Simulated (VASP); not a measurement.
Input of a VASP 6.6.1 run:

Contents of INCAR:

```
PREC = Accurate
ENCUT = 520
EDIFF = 1E-6
ISMEAR = 0
SIGMA = 0.05
LREAL = F
LASPH = T
NELM = 80
ALGO = Fast
ISIF = 2
LWAVE = F
LCHARG = T
GGA = PS
LELF = T
LVHAR = T
NBANDS = 12
```

File KPOINTS:

```
regular mesh
0
Gamma
  22 22 22
```

POSCAR

```
Ta
1.0
   -1.5639398596      1.5639398596      1.5639398596
    1.5639398596     -1.5639398596      1.5639398596
    1.5639398596      1.5639398596     -1.5639398596
Ta
1
Direct
    0.0000000000      0.0000000000      0.0000000000
```

Potentials or basis: VASP PAW PBE potentials, release 64 (Ta_pv).

The run is started by

```sh
$ cat potpaw_PBE.64/Ta_pv/POTCAR > POTCAR
$ mpirun -np 1 vasp_std > vasp.out
```

Task: Predict the pressure.

Result: 39.4 GPa.

Caveat: the PAW data sets were made with another functional, which shifts forces and pressure a little.
